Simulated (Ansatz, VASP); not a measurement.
**One calculation of SiF, two programs**

File INCAR:

```
PREC = Accurate
ENCUT = 600
EDIFF = 1E-6
ISMEAR = -1
SIGMA = 0.05
LREAL = False
LASPH = True
NELM = 120
ALGO = Normal
ISIF = 2
LWAVE = False
LCHARG = False
GGA = PE
NBANDS = 12
GGA_COMPAT = False
```

File KPOINTS:

```
Automatic mesh
0
Gamma
  7 7 7
```

Contents of POSCAR:

```
SiF
1.0
    3.0286000000      0.0000000000      0.0000000000
    0.0000000000      3.0286000000      0.0000000000
    0.0000000000      0.0000000000      3.0891720000
Si F
1 1
Direct
    0.5000000000      0.5000000000      0.5000000000
    0.0000000000      0.0000000000      0.0000000000
```

The input input.yaml:

```yaml
crystal:
  lattice:
    - [3.0286, 0.0, 0.0]
    - [0.0, 3.0286, 0.0]
    - [0.0, 0.0, 3.089172]
  atoms:
    - { symbol: Si, position: [0.5, 0.5, 0.5] }
    - { symbol: F, position: [0.0, 0.0, 0.0] }
hamiltonian:
  xc: pbe
  pseudopotentials: { kind: paw }
kpoints:
  mp_grid: { grid: [7, 7, 7] }
  band_path:
    path:
      - [[0.0, 0.0, 0.0], [0.0, 0.5, 0.0], [0.5, 0.5, 0.0], [0.0, 0.0, 0.0], [0.0, 0.0, 0.5], [0.0, 0.5, 0.5], [0.5, 0.5, 0.5], [0.0, 0.0, 0.5]]
      - [[0.0, 0.5, 0.0], [0.0, 0.5, 0.5]]
      - [[0.5, 0.5, 0.0], [0.5, 0.5, 0.5]]
    npoints: 14
scf:
  occupations: { method: fermi_dirac, width: 0.05 }
  n_extra_bands: 6
output:
  forces: true
  stress: true
  eigenvalues: true
  fatbands: false
```

Alike in both runs: functional PBE; k mesh 7 × 7 × 7; occupations fermi-dirac, width 0.05 eV; no spin polarisation.

```csv
,VASP,Ansatz
version,VASP 6.6.1,Ansatz 0.2.0
potentials or method,"VASP PAW PBE potentials, release 64 (Si, F)",Ansatz PAW
plane-wave cutoff (eV),600,420
valence electrons in the cell,11,11
task,single point,band structure
```

|  | VASP | Ansatz | Ansatz less VASP |
| --- | --- | --- | --- |
| gap on the k mesh at the Fermi level (eV) | none | none | - |
| pressure (GPa) | -1.9 | -1.6 | +0.23 |
| traceless stress, the component that is largest in VASP (GPa) | 3.89 | 3.90 | +0.005 |

A gap of «none» marks a metal or a gap that the smearing closes. The functional is the same, so the differences come from potentials, cutoffs and numerics.
